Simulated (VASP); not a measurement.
Wanted: the native input for a VASP 6.6.1 run.

- Task: single point
- Functional: PBE
- Potentials or basis: VASP PAW PBE potentials, release 64 (Li_sv, Si, B)
- Cutoff: 750 eV
- k mesh: 12 × 12 × 8
- Occupations: gaussian, width 0.1 eV
- Spin: no spin polarisation
- Dipole correction: no
- Further INCAR settings: ALGO = Normal; EDIFF = 1e-06; NBANDS = 32

The structure of LiSi2B3 lies in POSCAR:

```
LiSi2B3
1.0
    7.8871166757     -1.6176280587      0.0137062904
    7.8871166757      1.6176280587      0.0137062904
   -0.5877249629      0.0000000000      5.6421962636
Li Si B
2 4 6
Direct
    0.4261584439      0.5738415561      0.0000000000
    0.9719319919      0.0280680081      0.5000000000
    0.8730400011      0.8558244136      0.7820704414
    0.3819223828      0.3562498986      0.2851159219
    0.6437501014      0.6180776172      0.7148840781
    0.1441755864      0.1269599989      0.2179295586
    0.0408291941      0.5162922076      0.4909677547
    0.5361893322      0.0202464475      0.0251752890
    0.4837077924      0.9591708059      0.5090322453
    0.9797535525      0.4638106678      0.9748247110
    0.2834828310      0.2629494133      0.7561690161
    0.7370505867      0.7165171690      0.2438309839
```

One way to write it, as run:

INCAR

```
PREC = Accurate
ENCUT = 750
EDIFF = 1E-6
ISMEAR = 0
SIGMA = 0.1
LREAL = F
LASPH = T
NELM = 120
ALGO = Normal
ISIF = 2
LWAVE = F
LCHARG = F
GGA = PE
NBANDS = 32
GGA_COMPAT = F
KPAR = 4
```

KPOINTS

```
Automatic mesh
0
Gamma
  12 12 8
```

Potentials or basis: VASP PAW PBE potentials, release 64 (Li_sv, Si, B).

Launch:

```sh
$ cat potpaw_PBE.64/Li_sv/POTCAR potpaw_PBE.64/Si/POTCAR potpaw_PBE.64/B/POTCAR > POTCAR
$ mpirun -np 4 vasp_std > vasp.out
```

Results of the run:

```json
{
 "Pressure": "0.0 GPa",
 "Largest force": "0.011 eV/Å",
 "Band gap on the k mesh": "zero (bands 20 and 21 overlap by 1.72 eV)"
}
```

It took 12 min on 4 MPI ranks on Intel(R) Xeon(R) 6975P-C (Granite Rapids) (shared host), peak memory 2 GiB a rank.
